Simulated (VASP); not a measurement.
# Ti in VASP: notebook

Ti is run at these levels: PBE; tasks: single point.

All numbers are computed with VASP 6.6.1; they aren't measurements. Logs are shortened: lines on timing, memory, paths and dates and some standing lists are left out, and cuts for length are marked.

## (1) The cell of the first run

The cell holds a slab with vacuum, 5 atoms: a = 2.908 Å, b = 2.908 Å, c = 24.496 Å, α = 90.00°, β = 90.00°, γ = 120.00°.

## (2) Single point, PBE

The input, INCAR:

```
SYSTEM = Ti
ALGO = Normal ; DIPOL = 0.5 0.5 0.500
EDIFF = 1E-7 ; ENCUT = 520
GGA = PE ; IDIPOL = 3
ISIF = 2 ; ISMEAR = 0
LASPH = .True. ; LCHARG = .False.
LDIPOL = .True. ; LREAL = .False.
LWAVE = .False. ; NBANDS = 38
NELM = 80 ; PREC = Accurate
SIGMA = 0.1
```

The input, KPOINTS:

```
k-points
0
Gamma
  12 12 1
  0 0 0
```

The input, POSCAR:

```
Ti
1.0
    2.9076478643      0.0000000000      0.0000000000
   -1.4538239322      2.5180969158      0.0000000000
    0.0000000000      0.0000000000     24.4963381590
Ti
5
Direct
    0.6666666667      0.3333333333      0.3061682098
    0.3333333333      0.6666666667      0.4030841049
    0.0000000000      0.0000000000      0.5000000000
    0.6666666667      0.3333333333      0.5969158951
    0.3333333333      0.6666666667      0.6938317902
```

Potentials or basis: VASP PAW PBE potentials, release 64 (Ti_sv).

The run is started by

```sh
cat potpaw_PBE.64/Ti_sv/POTCAR > POTCAR
mpirun -np 1 vasp_std > vasp.out
```

OUTCAR:

```text
SYSTEM = Ti
   EDIFF = 1E-7
   ENCUT = 520
   GGA = PE
   ISIF = 2
   ISMEAR = 0
   LASPH = .True.
   LREAL = .False.
   NELM = 80
   PREC = Accurate

 ion  position               nearest neighbor table
   1  0.667  0.333  0.306-   2 2.91   2 2.91   2 2.91
   2  0.333  0.667  0.403-   1 2.91   3 2.91   1 2.91   3 2.91   3 2.91   1 2.91
   3  0.000  0.000  0.500-   2 2.91   4 2.91   4 2.91   2 2.91   4 2.91   2 2.91
   4  0.667  0.333  0.597-   5 2.91   3 2.91   5 2.91   3 2.91   3 2.91   5 2.91
   5  0.333  0.667  0.694-   4 2.91   4 2.91   4 2.91

  LATTYP: Found a hexagonal cell.
 ALAT       =     2.9076478643
 C/A-ratio  =     8.4247953336

  Lattice vectors:

 A1 = (   2.9076478643,   0.0000000000,   0.0000000000)
 A2 = (  -1.4538239322,   2.5180969158,   0.0000000000)
 A3 = (   0.0000000000,   0.0000000000,  24.4963381590)

Analysis of symmetry for initial positions (statically):
=====================================================================
 Subroutine PRICEL returns:
 Original cell was already a primitive cell.

 Routine SETGRP: Setting up the symmetry group for a
 hexagonal supercell.

 Subroutine GETGRP returns: Found 12 space group operations
 (whereof 12 operations were pure point group operations)
 out of a pool of 24 trial point group operations.

The static configuration has the point symmetry D_3d.

Analysis of symmetry for dynamics (positions and initial velocities):
=====================================================================
 Subroutine PRICEL returns:
 Original cell was already a primitive cell.

 Routine SETGRP: Setting up the symmetry group for a
 hexagonal supercell.

 Subroutine GETGRP returns: Found 12 space group operations
 (whereof 12 operations were pure point group operations)
 out of a pool of 24 trial point group operations.

The dynamic configuration has the point symmetry D_3d.

 Subroutine INISYM returns: Found 12 space group operations
 (whereof 12 operations are pure point group operations),
 and found     1 'primitive' translations

----------------------------------------------------------------------------------------

                                     Primitive cell

  volume of cell :     179.3558

  direct lattice vectors                    reciprocal lattice vectors
     2.907647864  0.000000000  0.000000000     0.343920601  0.198562651  0.000000000
    -1.453823932  2.518096916  0.000000000     0.000000000  0.397125303  0.000000000
     0.000000000  0.000000000 24.496338159     0.000000000  0.000000000  0.040822428

  length of vectors
     2.907647864  2.907647864 24.496338159     0.397125303  0.397125303  0.040822428

  position of ions in fractional coordinates (direct lattice)
     0.666666667  0.333333333  0.306168210
     0.333333333  0.666666667  0.403084105
     0.000000000  0.000000000  0.500000000
     0.666666667  0.333333333  0.596915895
     0.333333333  0.666666667  0.693831790

  ion indices of the primitive-cell ions
   primitive index   ion index
                 1           1
                 2           2
                 3           3
                 4           4
                 5           5

----------------------------------------------------------------------------------------

 KPOINTS: k-points

Automatic generation of k-mesh.
 Grid dimensions read from file:
 generate k-points for:   12   12    1

 Generating k-lattice:

  Cartesian coordinates                     Fractional coordinates (reciprocal lattice)
     0.028660050  0.016546888  0.000000000     0.083333333  0.000000000  0.000000000
     0.000000000  0.033093775  0.000000000     0.000000000  0.083333333  0.000000000
     0.000000000  0.000000000  0.040822428     0.000000000  0.000000000  1.000000000

  Length of vectors
     0.033093775  0.033093775  0.040822428

  Shift w.r.t. Gamma in fractional coordinates (k-lattice)
     0.000000000  0.000000000  0.000000000

 Subroutine IBZKPT returns following result:
 ===========================================

 Found     19 irreducible k-points:

 Following reciprocal coordinates:
            Coordinates               Weight
  0.000000  0.000000  0.000000      1.000000
  0.083333  0.000000  0.000000      6.000000
  0.166667  0.000000  0.000000      6.000000
  0.250000  0.000000  0.000000      6.000000
  0.333333  0.000000  0.000000      6.000000
  0.416667  0.000000  0.000000      6.000000
[... 11 lines left out ...]
  0.333333  0.250000  0.000000     12.000000
  0.333333  0.333333  0.000000      2.000000
   k-points           NKPTS =     19   k-points in BZ     NKDIM =     19   number of bands    NBANDS=     38
   number of dos      NEDOS =    301   number of ions     NIONS =      5
   total plane-waves  NPLWV = 110592
   dimension x,y,z NGX =    24 NGY =   24 NGZ =  192
   dimension x,y,z NGXF=    48 NGYF=   48 NGZF=  384
   ions per type =               5
   NGX,Y,Z   is equivalent  to a cutoff of  13.72, 13.72, 13.03 a.u.
   NGXF,Y,Z  is equivalent  to a cutoff of  27.44, 27.44, 26.06 a.u.
 SYSTEM =  Ti
   PREC   = accura    normal or accurate (medium, high low for compatibility)
   ISTART =      0    job   : 0-new  1-cont  2-samecut
   ICHARG =      2    charge: 1-file 2-atom 10-const
   ISPIN  =      1    spin polarized calculation?
   LNONCOLLINEAR =      F non collinear calculations
   LSORBIT =      F    spin-orbit coupling
   LASPH  =      T    aspherical Exc in radial PAW
   ENCUT  =  520.0 eV  38.22 Ry    6.18 a.u.   5.41  5.41 45.55*2*pi/ulx,y,z
   NELM   =     80;   NELMIN=  2; NELMDL= -5     # of ELM steps
   EDIFF  = 0.1E-06   stopping-criterion for ELM
   LREAL  =      F    real-space projection
   EDIFFG = 0.1E-05   stopping-criterion for IOM
   NSW    =      0    number of steps for IOM
   IBRION =     -1    ionic relax: 0-MD 1-quasi-New 2-CG
   NFREE  =      0    steps in history (QN), initial steepest desc. (CG)
   ISIF   =      2    stress and relaxation
   ISYM   =      2    0-nonsym 1-usesym 2-fastsym
   POTIM  = 0.5000    time-step for ionic-motion
   TEBEG  =    0.0;   TEEND  =   0.0 temperature during run
   PSTRESS=    0.0 pullay stress
   NELECT =      60.0000    total number of electrons
   NUPDOWN=      -1.0000    fix difference up-down
   EMIN   =  10.00;   EMAX   =-10.00  energy-range for DOS
   EFERMI =   0.00;   METHOD = LEGACY
   ISMEAR =     0;   SIGMA  =   0.10  broadening in eV -4-tet -1-fermi 0-gaus
   EFERMI_NEDOS =   21; number of points for ismear=-14 and -15
   IALGO  =     38    algorithm
   IMIX   =      4    mixing-type and parameters
     AMIX     =   0.40;   BMIX     =  1.00
     AMIX_MAG =   1.60;   BMIX_MAG =  1.00
  volume/ion in A,a.u.               =      35.87       242.07
  Fermi-wavevector in a.u.,A,eV,Ry     =   1.136458  2.147594 17.572429  1.291537
  Thomas-Fermi vector in A             =   2.273163
   LORBIT       =      0    0 simple, 1 ext, 2 COOP (PROOUT), +10 PAW based schemes
   GGA     = PE    functional components
   LHFCALC =     F    Hartree Fock is set to
   AEXX    =    0.0000 exact exchange contribution
   IVDW    =     0    specifies the selected vdW correction
   LEPSILON=     F    determine dielectric tensor
   LRPA    =     F    only Hartree local field effects (RPA)
 non-spin polarized calculation
 Gauss-broadening in eV      SIGMA  =   0.10
  energy-cutoff  :      520.00
  volume of cell :      179.36
 maximum number of plane-waves:      4927
 NGX is ok and might be reduce to    24
   NGX = 11   NGY = 11   NGZ = 91

 dipolmoment           0.000000      0.000000      0.000000 electrons x Angstroem

 number of electron      59.9999989 magnetization

 dipolmoment           0.000000      0.000000     -0.000000 electrons x Angstroem

 Free energy of the ion-electron system (eV)
  ---------------------------------------------------
  ext. energy  EPLUGINS =         0.00000000
  ---------------------------------------------------
  free energy    TOTEN  =       -37.16766008 eV

  energy without entropy =      -37.12075177  energy(sigma->0) =      -37.14420593

 E-fermi :   1.8153     XC(G=0):  -6.4188

 val. band max:        1.8074555453   @ k =   0.4167   0.1667   0.0000
 cond. band min:       1.8615740403   @ k =   0.3333   0.0833   0.0000
 fundamental gap:      0.0541184950
 Fermi energy:         1.8153029363

 k-point     1 :       0.0000    0.0000    0.0000
  band No.  band energies     occupation
      1     -55.0833      2.00000
      2     -55.0832      2.00000
      3     -54.8789      2.00000
      4     -54.8546      2.00000
      5     -54.7803      2.00000
      6     -31.4710      2.00000
[... 30 lines left out ...]
     37       2.7344      0.00000
     38       2.8724      0.00000

 k-point     2 :       0.0833    0.0000    0.0000
  band No.  band energies     occupation
      1     -55.0777      2.00000
      2     -55.0776      2.00000
      3     -54.8727      2.00000
      4     -54.8495      2.00000
      5     -54.7761      2.00000
      6     -31.4597      2.00000
[... 30 lines left out ...]
     37       2.8167      0.00000
     38       2.8277      0.00000

 k-point     3 :       0.1667    0.0000    0.0000
  band No.  band energies     occupation
      1     -55.0625      2.00000
      2     -55.0624      2.00000
      3     -54.8555      2.00000
      4     -54.8355      2.00000
      5     -54.7648      2.00000
      6     -31.4292      2.00000
[... 30 lines left out ...]
     37       3.0383      0.00000
[... 576 lines left out ...]
 k-point    18 :       0.3333    0.2500    0.0000
  band No.  band energies     occupation
      1     -54.9917      2.00000
      2     -54.9917      2.00000
      3     -54.7716      2.00000
      4     -54.7706      2.00000
      5     -54.7160      2.00000
      6     -31.4671      2.00000
[... 30 lines left out ...]
     37       3.4806      0.00000
     38       3.6981      0.00000

 k-point    19 :       0.3333    0.3333    0.0000
  band No.  band energies     occupation
      1     -54.9889      2.00000
      2     -54.9889      2.00000
      3     -54.7680      2.00000
      4     -54.7680      2.00000
      5     -54.7142      2.00000
      6     -31.4122      2.00000
[... 30 lines left out ...]
     37       3.7903      0.00000
     38       3.8405      0.00000

------------------------ aborting loop because EDIFF is reached ----------------------------------------

 vacuum level on the upper side and lower side of the slab       (xc-potential included)        -0.164        -0.164

  FORCE on cell =-STRESS in cart. coord.  units (eV):
  Direction    XX          YY          ZZ          XY          YZ          ZX
  --------------------------------------------------------------------------------------
  -------------------------------------------------------------------------------------
  Total       -1.7404899     -1.7404899     -2.2585475      0.0000000      0.0000000      0.0000000
  in kB      -15.5477186    -15.5477186    -20.1755036      0.0000000      0.0000000      0.0000000
  external PRESSURE =     -17.0903136 kB  Pullay stress =       0.0000000 kB

 VOLUME and BASIS-vectors are now :
 -----------------------------------------------------------------------------
  energy-cutoff  :      520.00
  volume of cell :      179.36
      direct lattice vectors                 reciprocal lattice vectors
     2.907647864  0.000000000  0.000000000     0.343920601  0.198562651  0.000000000
    -1.453823932  2.518096916  0.000000000     0.000000000  0.397125303  0.000000000
     0.000000000  0.000000000 24.496338159     0.000000000  0.000000000  0.040822428

 POSITION                                       TOTAL-FORCE (eV/Angst)
 -----------------------------------------------------------------------------------
      1.45382      0.83937      7.50000         0.000000      0.000000      0.488987
     -0.00000      1.67873      9.87408        -0.000000      0.000000     -0.508254
      0.00000      0.00000     12.24817        -0.000000      0.000000      0.000000
      1.45382      0.83937     14.62225        -0.000000      0.000000      0.508254
     -0.00000      1.67873     16.99634         0.000000     -0.000000     -0.488987
 -----------------------------------------------------------------------------------
    total drift:                                0.000000      0.000000     -0.000000

  FREE ENERGIE OF THE ION-ELECTRON SYSTEM (eV)
  ---------------------------------------------------
  free  energy   TOTEN  =       -37.1676600841 eV

  energy  without entropy=      -37.1207517745  energy(sigma->0) =      -37.14420593

 vacuum level on the upper side and lower side of the slab         6.185         6.185
```

It took 5.3 min on 1 thread of AMD EPYC 7R13, shared host; peak memory 0.33 GiB.

Results:

- Free energy: -37.1677 eV
- Largest force: 0.508 eV/Å
- Band gap on the k mesh: zero (bands 30 and 31 overlap by 0.77 eV)

Forces on the atoms (eV/Å):
```
Ti   0.000  0.000  0.489
Ti   0.000  0.000 -0.508
Ti   0.000  0.000  0.000
Ti   0.000  0.000  0.508
Ti   0.000  0.000 -0.489
```

## (3) Single point, PBE

The input, INCAR:

```
PREC     = Accurate       # precision mode
ENCUT    = 520            # plane-wave cutoff, eV
EDIFF    = 1E-7           # SCF threshold, eV
ISMEAR   = 0              # smearing method
SIGMA    = 0.1            # smearing width, eV
LREAL    = False          # projectors in reciprocal space
LASPH    = True           # aspherical terms in the spheres
NELM     = 100            # most SCF steps
ALGO     = Normal         # electronic algorithm
ISIF     = 2              # what is computed and relaxed
LWAVE    = False          # write WAVECAR
LCHARG   = False          # write CHGCAR
LDIPOL   = True         
IDIPOL   = 3            
DIPOL    = 0.5 0.5 0.500
GGA      = PE             # functional
NBANDS   = 38             # bands
```

The input, KPOINTS:

```
regular mesh
0
Gamma
  12 12 1
```

The input, POSCAR:

```
Ti
1.0
    2.9076478643      0.0000000000      0.0000000000
   -1.4538239322      2.5180969158      0.0000000000
    0.0000000000      0.0000000000     24.4963381590
Ti
5
Direct
    0.6666666667      0.3333333333      0.3116219019
    0.3333333333      0.6666666667      0.4017959146
    0.0000000000      0.0000000000      0.4999999885
    0.6666666667      0.3333333333      0.5982040934
    0.3333333333      0.6666666667      0.6883781016
```

Potentials or basis: VASP PAW PBE potentials, release 64 (Ti_sv).

The run is started by

```sh
cat potpaw_PBE.64/Ti_sv/POTCAR > POTCAR
mpirun -np 1 vasp_std > vasp.out
```

It took 5.1 min on 1 thread of AMD EPYC 7R13, shared host; peak memory 0.33 GiB.

Results (log left out):

- Free energy: -37.2591 eV
- Largest force: 0.005 eV/Å
- Band gap on the k mesh: zero (bands 30 and 31 overlap by 1.00 eV)

Forces in eV/Å, atoms in the order of the input:
```
Ti   0.000  0.000  0.005
Ti   0.000  0.000 -0.003
Ti   0.000  0.000  0.000
Ti   0.000  0.000  0.003
Ti   0.000  0.000 -0.005
```

Levels at points of the mesh, in eV from the Fermi level:
```tsv
k point	band 26	band 27	band 28	band 29	band 30	band 31	band 32	band 33	band 34	band 35
(0.00, 0.00, 0.00)	-0.24	-0.11	0.38	0.38	0.71	0.71	0.77	0.77	0.86	0.86
(0.50, 0.00, 0.00)	-1.61	-1.40	-0.93	-0.20	0.44	0.58	0.66	0.80	0.94	1.08
```

The gap in the log of VASP goes by the Fermi energy; the results here count the filled bands.